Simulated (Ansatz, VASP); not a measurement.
One calculation of KCl, two programs

The input INCAR:

```
PREC     = Accurate       # precision mode
ENCUT    = 500            # plane-wave cutoff, eV
EDIFF    = 1E-6           # SCF threshold, eV
ISMEAR   = 0              # smearing method
SIGMA    = 0.1            # smearing width, eV
LREAL    = F              # projectors in reciprocal space
LASPH    = T              # aspherical terms in the spheres
NELM     = 120            # most SCF steps
ALGO     = Normal         # electronic algorithm
ISIF     = 2              # what is computed and relaxed
LWAVE    = F              # write WAVECAR
LCHARG   = F              # write CHGCAR
GGA      = RE             # functional
NBANDS   = 15             # bands
ISYM     = 0            
GGA_COMPAT= F
```

File KPOINTS:

```
regular mesh
0
Gamma
  2 2 2
```

The input POSCAR:

```
KCl
1.0
    4.0105927853      0.0000000000      0.0000000000
    0.0000000000      4.0105927853      0.0000000000
    0.0000000000      0.0000000000      4.0105927853
K Cl
1 1
Direct
    0.0000000000      0.0000000000      0.0000000000
    0.5000000000      0.5000000000      0.5000000000
```

Input for Ansatz:

```yaml
crystal:
  lattice:
    - [4.0105927853, 0.0, 0.0]
    - [0.0, 4.0105927853, 0.0]
    - [0.0, 0.0, 4.0105927853]
  atoms:
    - { symbol: K, position: [0.0, 0.0, 0.0] }
    - { symbol: Cl, position: [0.5, 0.5, 0.5] }
  symmetry: { detect: false }
basis:
  ecutwfc: 420
  ecutrho_ratio: 4
kpoints:
  mp_grid: { grid: [2, 2, 2] }
hamiltonian:
  xc: revpbe
scf:
  occupations: { method: gaussian }
output:
  forces: true
  stress: true
  eigenvalues: true
```

Alike in both runs: task single point; functional revPBE; k mesh 2 × 2 × 2; no spin polarisation.

```csv
,VASP,Ansatz
version,VASP 6.6.1,Ansatz 0.2.0
potentials or method,"VASP PAW PBE potentials, release 64 (K_sv, Cl), cutoff 500 eV","scalar-relativistic, plane waves, PAW"
occupations,"gaussian, width 0.1 eV",gaussian
valence electrons in the cell,16,16
```

```csv
,VASP,Ansatz,Ansatz less VASP
gap on the k mesh at the Fermi level (eV),4.53,4.53,-0.002
least direct gap on the mesh (eV),4.70,4.70,-0.003
pressure (GPa),0.2,0.2,+0.03
```

VASP's potentials were made for PBE, not for revPBE.

The k mesh is coarse, so the values compare programs but aren't converged.
